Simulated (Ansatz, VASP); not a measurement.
## One calculation of Si, two programs

```
Si
1.0
     2.44400    0.00000    0.00000
    -1.22200    2.11657    0.00000
     0.00000    0.00000    4.15200
Si
2
Direct
  0.33333 0.66667 0.25000
  0.66667 0.33333 0.75000
```

Alike in both runs: task electric field gradients; functional LDA; k mesh 13 × 13 × 7; occupations fermi-dirac, width 0.05 eV; no spin polarisation.

|  | VASP | Ansatz |
| --- | --- | --- |
| version | VASP 6.6.1 | Ansatz 0.2.0 |
| potentials or method | VASP PAW LDA potentials, release 64 (Si) | plane-wave PAW, scalar-relativistic |
| plane-wave cutoff (eV) | 400 | 420 |
| valence electrons in the cell | 8 | 8 |

Ansatz gave:

```
size of Vzz on the site where it differs most (V/Å²) : 3.7
```

Problem. Which values does VASP return?

Solution. Size of Vzz on the site where it differs most (V/Å²): 3.9.

Ansatz warns that its potentials were made for another functional, while VASP's fit it. LDA's correlation is that of Perdew and Zunger in VASP and of Perdew and Wang (1992) in Ansatz.
